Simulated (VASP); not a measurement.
Here is a VASP 6.6.1 calculation.

File INCAR:

```
SYSTEM = Hg
ALGO     = Normal         ! electronic algorithm
EDIFF    = 1E-8           ! SCF threshold, eV
ENCUT    = 520            ! plane-wave cutoff, eV
GGA      = PE             ! functional
ISIF     = 2              ! what is computed and relaxed
ISMEAR   = -1             ! smearing method
LASPH    = .TRUE.         ! aspherical terms in the spheres
LCHARG   = .FALSE.        ! write CHGCAR
LEFG     = .TRUE.       
LREAL    = .FALSE.        ! projectors in reciprocal space
LWAVE    = .FALSE.        ! write WAVECAR
NBANDS   = 12             ! bands
NELM     = 100            ! most SCF steps
PREC     = Accurate       ! precision mode
SIGMA    = 0.05           ! smearing width, eV
```

The input KPOINTS:

```
k-points
0
G
  11 11 11
  0 0 0
```

File POSCAR:

```
Hg
1.0
    2.2777908541     -2.0859833149      0.0000000000
    2.2777908541      2.0859833149      0.0000000000
   -0.3555748511      0.0000000000      3.0994197582
Hg
1
Direct
    0.5000000000      0.5000000000      0.5000000000
```

Potentials or basis: VASP PAW PBE potentials, release 64 (Hg).

Run with:

```console
$ cat potpaw_PBE.64/Hg/POTCAR > POTCAR
$ mpirun -np 1 vasp_std > vasp.out
```

Question: Predict the pressure.

Answer: 0.3 GPa.

Question: Predict the band gap on the k mesh.

Answer: Zero (bands 6 and 7 overlap by 3.37 eV).

Stress tensor (GPa, compression positive):
```
 0.52  0.00 -0.09
 0.00  0.34  0.00
-0.09  0.00  0.10
```

Caveat: without QUAD_EFG the Cq values of the log hold for a quadrupole moment of 1 mb, not for the nuclei; spin-orbit coupling is left out, which moves the levels of the heavy elements.
